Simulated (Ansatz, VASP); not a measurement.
One calculation of C, two programs

Contents of INCAR:

```
ALGO = Normal
EDIFF = 1E-7
ENCUT = 520
GGA = PE
ISIF = 2
ISMEAR = -1
LASPH = T
LCHARG = F
LREAL = F
LWAVE = F
NBANDS = 11
NELM = 80
PREC = Accurate
SIGMA = 0.03
```

KPOINTS

```
k-points
0
Gamma
  16 16 16
```

The input POSCAR:

```
C
1.0
    0.0000000000      1.8183775075      1.8183775075
    1.8183775075      0.0000000000      1.8183775075
    1.8183775075      1.8183775075      0.0000000000
C
2
Direct
    0.5000000000      0.5000000000      0.5000000000
    0.7500000000      0.7500000000      0.7500000000
```

Input for Ansatz:

```yaml
crystal:
  lattice:
    - [0.0, 1.8183775075, 1.8183775075]
    - [1.8183775075, 0.0, 1.8183775075]
    - [1.8183775075, 1.8183775075, 0.0]
  atoms:
    - { symbol: C, position: [0.5, 0.5, 0.5] }
    - { symbol: C, position: [0.75, 0.75, 0.75] }
kpoints:
  mp_grid: { grid: [16, 16, 16] }
scf:
  occupations: { method: fermi_dirac, width: 0.03 }
hamiltonian:
  xc: pbe
  pseudopotentials: { kind: all_electron, lapw: { basis_error: 0.00025 } }
output:
  forces: true
  stress: true
  eigenvalues: true
```

Change from the starting cell: volume scaled by 1.06.

Alike in both runs: task single point; functional PBE; k mesh 16 × 16 × 16; occupations fermi-dirac, width 0.03 eV; no spin polarisation.

```csv
,VASP,Ansatz
version,VASP 6.6.1,Ansatz 0.2.0
potentials or method,"VASP PAW PBE potentials, release 64 (C), cutoff 520 eV","all-electron LAPW, scalar-relativistic"
```

```tsv
	VASP	Ansatz	Ansatz less VASP
gap on the k mesh at the Fermi level (eV)	4.01	4.01	+0.008
pressure (GPa)	-20.8	-21.3	-0.52
```

Ansatz ran all-electron here, and VASP with PAW potentials.
